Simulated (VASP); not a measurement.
A run of VASP 6.6.1:

INCAR

```
SYSTEM = InAs
PREC = Accurate ; ENCUT = 520
EDIFF = 1E-6 ; ISMEAR = -1
SIGMA = 0.02 ; LREAL = .FALSE.
LASPH = .TRUE. ; NELM = 80
ALGO = Normal ; ISIF = 2
LWAVE = .FALSE. ; LCHARG = .FALSE.
GGA = PE ; NBANDS = 16
```

Contents of KPOINTS:

```
regular mesh
0
G
  6 6 6
  0 0 0
```

Contents of POSCAR:

```
InAs
1.0
    0.0000000000      3.0545915924      3.0545915924
    3.0545915924      0.0000000000      3.0545915924
    3.0545915924      3.0545915924      0.0000000000
In As
1 1
Direct
    0.0000000000      0.0000000000      0.0000000000
    0.2500000000      0.2500000000      0.2500000000
```

Potentials or basis: VASP PAW PBE potentials, release 64 (In_d, As).

Launch:

```sh
$ cat potpaw_PBE.64/In_d/POTCAR potpaw_PBE.64/As/POTCAR > POTCAR
$ mpirun -np 1 vasp_std > vasp.out
```

Hardware: 1 thread of Intel Xeon 6975P-C (shared host).

How long does it take, and how much memory?

It took 11 s on 1 thread of Intel Xeon 6975P-C, with other jobs on the host, peak memory 0.18 GiB. Counts: scf iterations 12, k points 16.
